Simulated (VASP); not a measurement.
# Zr (Im-3m) in VASP: further runs, part 2 of 3

VASP 6.6.1.

**3. Electric field gradients, PBEsol (volume scaled by 0.99)**

File INCAR:

```
SYSTEM = Zr
PREC = Accurate
ENCUT = 520
EDIFF = 1E-8
ISMEAR = -1
SIGMA = 0.08
LREAL = .FALSE.
LASPH = .TRUE.
NELM = 80
ALGO = Normal
ISIF = 2
LWAVE = .FALSE.
LCHARG = .FALSE.
GGA = PS
LEFG = .TRUE.
NBANDS = 12
```

File KPOINTS:

```
regular mesh
0
G
  14 14 14
  0 0 0
```

File POSCAR:

```
Zr
1.0
   -1.8039464431      1.8039464431      1.8039464431
    1.8039464431     -1.8039464431      1.8039464431
    1.8039464431      1.8039464431     -1.8039464431
Zr
1
Direct
    0.0000000000      0.0000000000      0.0000000000
```

Potentials or basis: VASP PAW PBE potentials, release 64 (Zr_sv).

Command:

```console
> cat potpaw_PBE.64/Zr_sv/POTCAR > POTCAR
> mpirun -np 1 vasp_std > vasp.out
```

OUTCAR:

```text
SYSTEM = Zr
   PREC = Accurate
   ENCUT = 520
   EDIFF = 1E-8
   ISMEAR = -1
   LREAL = .FALSE.
   LASPH = .TRUE.
   NELM = 80
   ISIF = 2
   GGA = PS

 ion  position               nearest neighbor table
   1  0.000  0.000  0.000-

  LATTYP: Found a body centered cubic cell.
 ALAT       =     3.6078928862

  Lattice vectors:

 A1 = (  -1.8039464431,   1.8039464431,   1.8039464431)
 A2 = (   1.8039464431,  -1.8039464431,   1.8039464431)
 A3 = (   1.8039464431,   1.8039464431,  -1.8039464431)

Analysis of symmetry for initial positions (statically):
=====================================================================
 Subroutine PRICEL returns:
 Original cell was already a primitive cell.

 Routine SETGRP: Setting up the symmetry group for a
 body centered cubic supercell.

 Subroutine GETGRP returns: Found 48 space group operations
 (whereof 48 operations were pure point group operations)
 out of a pool of 48 trial point group operations.

The static configuration has the point symmetry O_h .

Analysis of symmetry for dynamics (positions and initial velocities):
=====================================================================
 Subroutine PRICEL returns:
 Original cell was already a primitive cell.

 Routine SETGRP: Setting up the symmetry group for a
 body centered cubic supercell.

 Subroutine GETGRP returns: Found 48 space group operations
 (whereof 48 operations were pure point group operations)
 out of a pool of 48 trial point group operations.

The dynamic configuration has the point symmetry O_h .

 Subroutine INISYM returns: Found 48 space group operations
 (whereof 48 operations are pure point group operations),
 and found     1 'primitive' translations

----------------------------------------------------------------------------------------

                                     Primitive cell

  volume of cell :      23.4818

  direct lattice vectors                    reciprocal lattice vectors
    -1.803946443  1.803946443  1.803946443     0.000000000  0.277170091  0.277170091
     1.803946443 -1.803946443  1.803946443     0.277170091  0.000000000  0.277170091
     1.803946443  1.803946443 -1.803946443     0.277170091  0.277170091  0.000000000

  length of vectors
     3.124526894  3.124526894  3.124526894     0.391977702  0.391977702  0.391977702

  position of ions in fractional coordinates (direct lattice)
     0.000000000  0.000000000  0.000000000

  ion indices of the primitive-cell ions
   primitive index   ion index
                 1           1

----------------------------------------------------------------------------------------

 KPOINTS: regular mesh

Automatic generation of k-mesh.
 Grid dimensions read from file:
 generate k-points for:   14   14   14

 Generating k-lattice:

  Cartesian coordinates                     Fractional coordinates (reciprocal lattice)
     0.000000000  0.019797864  0.019797864     0.071428571  0.000000000  0.000000000
[... 71 lines left out ...]
   NUPDOWN=      -1.0000    fix difference up-down
   EMIN   =  10.00;   EMAX   =-10.00  energy-range for DOS
   EFERMI =   0.00;   METHOD = LEGACY
   ISMEAR =    -1;   SIGMA  =   0.08  broadening in eV -4-tet -1-fermi 0-gaus
   EFERMI_NEDOS =   21; number of points for ismear=-14 and -15
   IALGO  =     38    algorithm
   IMIX   =      4    mixing-type and parameters
     AMIX     =   0.40;   BMIX     =  1.00
     AMIX_MAG =   1.60;   BMIX_MAG =  1.00
  volume/ion in A,a.u.               =      23.48       158.46
  Fermi-wavevector in a.u.,A,eV,Ry     =   1.308855  2.473378 23.308168  1.713102
  Thomas-Fermi vector in A             =   2.439494
   LORBIT       =      0    0 simple, 1 ext, 2 COOP (PROOUT), +10 PAW based schemes
   GGA     = PS    functional components
   LHFCALC =     F    Hartree Fock is set to
   AEXX    =    0.0000 exact exchange contribution
   IVDW    =     0    specifies the selected vdW correction
   LEPSILON=     F    determine dielectric tensor
   LRPA    =     F    only Hartree local field effects (RPA)
 non-spin polarized calculation
  energy-cutoff  :      520.00
  volume of cell :       23.48
 maximum number of plane-waves:       682
   NGX = 11   NGY = 11   NGZ = 11

 number of electron      12.0000000 magnetization

 Free energy of the ion-electron system (eV)
  ---------------------------------------------------
  ext. energy  EPLUGINS =         0.00000000
  ---------------------------------------------------
  free energy    TOTEN  =        -9.00259922 eV

  energy without entropy =       -8.96242971  energy(sigma->0) =       -8.98251446

 E-fermi :   8.4858     XC(G=0): -11.1583

 val. band max:        8.4852607117   @ k =   0.2143   0.0714   0.0714
 cond. band min:       8.4945163594   @ k =  -0.4286  -0.4286   0.1429
 fundamental gap:      0.0092556478
 Fermi energy:         8.4857720190

 k-point     1 :       0.0000    0.0000    0.0000
  band No.  band energies     occupation
      1     -39.9226      2.00000
      2     -17.4673      2.00000
      3     -17.4673      2.00000
      4     -17.4673      2.00000
      5       3.1175      2.00000
      6       9.5984      0.00000
      7       9.5984      0.00000
      8       9.5984      0.00000
      9      12.0616      0.00000
     10      12.0616      0.00000
     11      20.8509      0.00000
     12      20.8509      0.00000
[... 331 lines left out ...]
 k-point    24 :       0.3571    0.2857    0.0000
  band No.  band energies     occupation
      1     -39.7577      2.00000
      2     -18.1934      2.00000
      3     -18.0476      2.00000
      4     -17.5848      2.00000
      5       7.1107      2.00000
      6       7.9460      1.99766
      7       8.3338      1.73981
      8      12.2193      0.00000
      9      12.6259      0.00000
     10      16.8295      0.00000
     11      17.3636      0.00000
     12      18.7933      0.00000

 [... further k-points ...]

------------------------ aborting loop because EDIFF is reached ----------------------------------------

  FORCE on cell =-STRESS in cart. coord.  units (eV):
  Direction    XX          YY          ZZ          XY          YZ          ZX
  --------------------------------------------------------------------------------------
  -------------------------------------------------------------------------------------
  Total       -0.8664451     -0.8664451     -0.8664451     -0.0000000     -0.0000000      0.0000000
  in kB      -59.1181374    -59.1181374    -59.1181374     -0.0000000     -0.0000000      0.0000000
  external PRESSURE =     -59.1181374 kB  Pullay stress =       0.0000000 kB

 VOLUME and BASIS-vectors are now :
 -----------------------------------------------------------------------------
  energy-cutoff  :      520.00
  volume of cell :       23.48
      direct lattice vectors                 reciprocal lattice vectors
    -1.803946443  1.803946443  1.803946443     0.000000000  0.277170091  0.277170091
     1.803946443 -1.803946443  1.803946443     0.277170091  0.000000000  0.277170091
     1.803946443  1.803946443 -1.803946443     0.277170091  0.277170091  0.000000000

 POSITION                                       TOTAL-FORCE (eV/Angst)
 -----------------------------------------------------------------------------------
      0.00000      0.00000      0.00000         0.000000     -0.000000      0.000000
 -----------------------------------------------------------------------------------
    total drift:                                0.000000      0.000000     -0.000000

  FREE ENERGIE OF THE ION-ELECTRON SYSTEM (eV)
  ---------------------------------------------------
  free  energy   TOTEN  =        -9.0025992162 eV

  energy  without entropy=       -8.9624297081  energy(sigma->0) =       -8.98251446

 Electric field gradients (V/A^2)
---------------------------------------------------------------------
 ion       V_xx      V_yy      V_zz      V_xy      V_xz      V_yz
---------------------------------------------------------------------
   1       0.000    -0.000    -0.000    -0.000    -0.000    -0.000
---------------------------------------------------------------------

 Electric field gradients after diagonalization (V/A^2)
 (convention: |V_zz| > |V_xx| > |V_yy|)
----------------------------------------------------------------------
 ion       V_xx      V_yy      V_zz     asymmetry (V_yy - V_xx)/ V_zz
----------------------------------------------------------------------
   1       0.000     0.000    -0.000       0.000
----------------------------------------------------------------------

           NMR quadrupolar parameters

 Cq : quadrupolar parameter    Cq=e*Q*V_zz/h
 eta: asymmetry parameters     (V_yy - V_xx)/ V_zz
 Q  : nuclear electric quadrupole moment in mb (millibarn)
----------------------------------------------------------------------
 ion       Cq(MHz)       eta       Q (mb)
----------------------------------------------------------------------
   1      -0.000       0.000       1.000
----------------------------------------------------------------------
```

It took 13 s on 1 thread of Intel Xeon Platinum 8488C (Sapphire Rapids), shared host; peak memory 0.15 GiB.

What came out:

```yaml
Free_energy: -9.0026 eV
Pressure: -5.9 GPa
Band_gap_on_the_k_mesh: zero (band 6 reaches 9.60 eV, above the bottom of band 7 at 7.86 eV)
```

Levels at points of the mesh, in eV from the Fermi level:
| k point | band 2 | band 3 | band 4 | band 5 | band 6 | band 7 | band 8 | band 9 | band 10 | band 11 |
| --- | --- | --- | --- | --- | --- | --- | --- | --- | --- | --- |
| (0.00, 0.00, 0.00) | -25.95 | -25.95 | -25.95 | -5.37 | 1.11 | 1.11 | 1.11 | 3.58 | 3.58 | 12.37 |
| (0.50, 0.00, 0.00) | -26.90 | -26.25 | -25.96 | -2.76 | -0.66 | 1.57 | 3.56 | 4.23 | 6.27 | 9.98 |
| (0.50, 0.50, 0.50) | -26.61 | -26.61 | -26.61 | -2.50 | -2.50 | 5.61 | 5.61 | 5.61 | 7.32 | 7.32 |

Caveat: without QUAD_EFG the Cq values of the log hold for a quadrupole moment of 1 mb, not for the nuclei; the PAW data sets were made with another functional, which shifts forces and pressure a little.

**4. Electric field gradients, PBEsol (volume scaled by 1.02)**

File INCAR:

```
PREC     = Accurate       # precision mode
ENCUT    = 520            # plane-wave cutoff, eV
EDIFF    = 1E-8           # SCF threshold, eV
ISMEAR   = -1             # smearing method
SIGMA    = 0.08           # smearing width, eV
LREAL    = False          # projectors in reciprocal space
LASPH    = True           # aspherical terms in the spheres
NELM     = 60             # most SCF steps
ALGO     = Normal         # electronic algorithm
ISIF     = 2              # what is computed and relaxed
LWAVE    = False          # write WAVECAR
LCHARG   = False          # write CHGCAR
GGA      = PS             # functional
LEFG     = True         
NBANDS   = 12             # bands
```

File KPOINTS:

```
Automatic mesh
0
Gamma
  14 14 14
```

File POSCAR:

```
Zr
1.0
   -1.8219871043      1.8219871043      1.8219871043
    1.8219871043     -1.8219871043      1.8219871043
    1.8219871043      1.8219871043     -1.8219871043
Zr
1
Direct
    0.0000000000      0.0000000000      0.0000000000
```

Potentials or basis: VASP PAW PBE potentials, release 64 (Zr_sv).

Command:

```console
> cat potpaw_PBE.64/Zr_sv/POTCAR > POTCAR
> mpirun -np 1 vasp_std > vasp.out
```

OUTCAR:

```text
PREC = Accurate
   ENCUT = 520
   EDIFF = 1E-8
   ISMEAR = -1
   LREAL = False
   LASPH = True
   NELM = 60
   ISIF = 2
   GGA = PS

 ion  position               nearest neighbor table
   1  0.000  0.000  0.000-

  LATTYP: Found a body centered cubic cell.
 ALAT       =     3.6439742086

  Lattice vectors:

 A1 = (  -1.8219871043,   1.8219871043,   1.8219871043)
 A2 = (   1.8219871043,  -1.8219871043,   1.8219871043)
 A3 = (   1.8219871043,   1.8219871043,  -1.8219871043)

Analysis of symmetry for initial positions (statically):
=====================================================================
 Subroutine PRICEL returns:
 Original cell was already a primitive cell.

 Routine SETGRP: Setting up the symmetry group for a
 body centered cubic supercell.

 Subroutine GETGRP returns: Found 48 space group operations
 (whereof 48 operations were pure point group operations)
 out of a pool of 48 trial point group operations.

The static configuration has the point symmetry O_h .

Analysis of symmetry for dynamics (positions and initial velocities):
=====================================================================
 Subroutine PRICEL returns:
 Original cell was already a primitive cell.

 Routine SETGRP: Setting up the symmetry group for a
 body centered cubic supercell.

 Subroutine GETGRP returns: Found 48 space group operations
 (whereof 48 operations were pure point group operations)
 out of a pool of 48 trial point group operations.

The dynamic configuration has the point symmetry O_h .

[... 160 lines left out ...]
      9      11.6434      0.00000
     10      11.6434      0.00000
     11      20.4309      0.00000
     12      20.4309      0.00000
[... 331 lines left out ...]
 k-point    24 :       0.3571    0.2857    0.0000
  band No.  band energies     occupation
      1     -40.1636      2.00000
      2     -18.5516      2.00000
      3     -18.4192      2.00000
      4     -17.9992      2.00000
      5       6.8392      2.00000
      6       7.6396      1.99719
      7       7.9964      1.78307
      8      11.7859      0.00000
      9      12.1726      0.00000
     10      16.2150      0.00000
     11      16.7448      0.00000
     12      18.1507      0.00000

 [... further k-points ...]

------------------------ aborting loop because EDIFF is reached ----------------------------------------

  FORCE on cell =-STRESS in cart. coord.  units (eV):
  Direction    XX          YY          ZZ          XY          YZ          ZX
  --------------------------------------------------------------------------------------
  -------------------------------------------------------------------------------------
  Total       -1.2058180     -1.2058180     -1.2058180      0.0000000      0.0000000      0.0000000
  in kB      -79.8539591    -79.8539591    -79.8539591      0.0000000      0.0000000      0.0000000
  external PRESSURE =     -79.8539591 kB  Pullay stress =       0.0000000 kB

 VOLUME and BASIS-vectors are now :
 -----------------------------------------------------------------------------
  energy-cutoff  :      520.00
  volume of cell :       24.19
      direct lattice vectors                 reciprocal lattice vectors
    -1.821987104  1.821987104  1.821987104     0.000000000  0.274425653  0.274425653
     1.821987104 -1.821987104  1.821987104     0.274425653  0.000000000  0.274425653
     1.821987104  1.821987104 -1.821987104     0.274425653  0.274425653  0.000000000

 POSITION                                       TOTAL-FORCE (eV/Angst)
 -----------------------------------------------------------------------------------
      0.00000      0.00000      0.00000        -0.000000      0.000000     -0.000000
 -----------------------------------------------------------------------------------
    total drift:                                0.000000      0.000000      0.000000

  FREE ENERGIE OF THE ION-ELECTRON SYSTEM (eV)
  ---------------------------------------------------
  free  energy   TOTEN  =        -8.9719381301 eV

  energy  without entropy=       -8.9295679252  energy(sigma->0) =       -8.95075303

 Electric field gradients (V/A^2)
---------------------------------------------------------------------
 ion       V_xx      V_yy      V_zz      V_xy      V_xz      V_yz
---------------------------------------------------------------------
   1       0.000    -0.000    -0.000    -0.000    -0.000    -0.000
---------------------------------------------------------------------

 Electric field gradients after diagonalization (V/A^2)
 (convention: |V_zz| > |V_xx| > |V_yy|)
----------------------------------------------------------------------
 ion       V_xx      V_yy      V_zz     asymmetry (V_yy - V_xx)/ V_zz
----------------------------------------------------------------------
   1       0.000     0.000    -0.000       0.000
----------------------------------------------------------------------

           NMR quadrupolar parameters

 Cq : quadrupolar parameter    Cq=e*Q*V_zz/h
 eta: asymmetry parameters     (V_yy - V_xx)/ V_zz
 Q  : nuclear electric quadrupole moment in mb (millibarn)
----------------------------------------------------------------------
 ion       Cq(MHz)       eta       Q (mb)
----------------------------------------------------------------------
   1      -0.000       0.000       1.000
----------------------------------------------------------------------
```

stdout:

```text
POSCAR found type information on POSCAR Zr
 POSCAR found :  1 types and       1 ions
 scaLAPACK will be used
 -----------------------------------------------------------------------------
|                                                                             |
|                                                                             |
|     You enforced a specific xc type in the INCAR file but a different       |
|     I HOPE YOU KNOW WHAT YOU ARE DOING!                                     |
|                                                                             |
 -----------------------------------------------------------------------------

 LDA part: xc-table for (Slater+PW92), standard interpolation
 POSCAR, INCAR and KPOINTS ok, starting setup
 FFT: planning ... GRIDC
 FFT: planning ... GRID_SOFT
 FFT: planning ... GRID
 WAVECAR not read
 entering main loop
ion   1
```

Wall time 12 s (1 thread of Intel Xeon Platinum 8488C (Sapphire Rapids), shared host); peak memory 0.15 GiB.

What came out:

```
Free energy            : -8.9719 eV
Pressure               : -8.0 GPa
Band gap on the k mesh : zero (band 6 reaches 9.26 eV, above the bottom of band 7 at 7.56 eV)
```

Caveat: without QUAD_EFG the Cq values of the log hold for a quadrupole moment of 1 mb, not for the nuclei; the PAW data sets were made with another functional, which shifts forces and pressure a little.

[end of part 2 of 3]
